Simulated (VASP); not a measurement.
Here is a VASP 6.6.1 calculation.

POSCAR

```
Sn
1.0
    0.0000000000      3.2333428000      3.2333428000
    3.2333428000      0.0000000000      3.2333428000
    3.2333428000      3.2333428000      0.0000000000
Sn
2
Direct
    0.7500000000      0.7500000000      0.7500000000
    0.5000000000      0.5000000000      0.5000000000
```

File INCAR.step1:

```
SYSTEM = Sn
PREC = Accurate
ENCUT = 400
EDIFF = 1E-5
ISMEAR = 0
SIGMA = 0.025
LREAL = .FALSE.
LASPH = .TRUE.
NELM = 120
ALGO = Normal
ISIF = 2
LWAVE = .TRUE.
LCHARG = .FALSE.
NBANDS = 21
GGA = PE
GGA_COMPAT = .FALSE.
```

File INCAR.step2:

```
SYSTEM = Sn
PREC = Accurate
ENCUT = 400
EDIFF = 1E-6
ISMEAR = 0
SIGMA = 0.025
LREAL = .FALSE.
LASPH = .TRUE.
NELM = 120
ALGO = Normal
ISIF = 2
LWAVE = .FALSE.
LCHARG = .FALSE.
GGA = PE
LHFCALC = .TRUE.
AEXX = 0.25
HFSCREEN = 0.3
PRECFOCK = Normal
NBANDS = 21
ISTART = 1
GGA_COMPAT = .FALSE.
```

File KPOINTS:

```
regular mesh
0
G
  5 5 5
  0 0 0
```

Potentials or basis: VASP PAW PBE potentials, release 64 (Sn_d).

Launch:

```sh
$ cat potpaw_PBE.64/Sn_d/POTCAR > POTCAR
$ cp INCAR.step1 INCAR
$ mpirun -np 1 vasp_std > vasp.out
$ cp INCAR.step2 INCAR
$ mpirun -np 1 vasp_std > vasp.out
```

(1) Estimate the band gap on the k mesh.

(2) What does it give for the pressure?

Answers

(1) zero (filled and empty bands touch).

(2) 2.4 GPa.

Caveat: the PAW data sets were made with another functional, which shifts forces and pressure a little; spin-orbit coupling is left out, which moves the levels of the heavy elements.
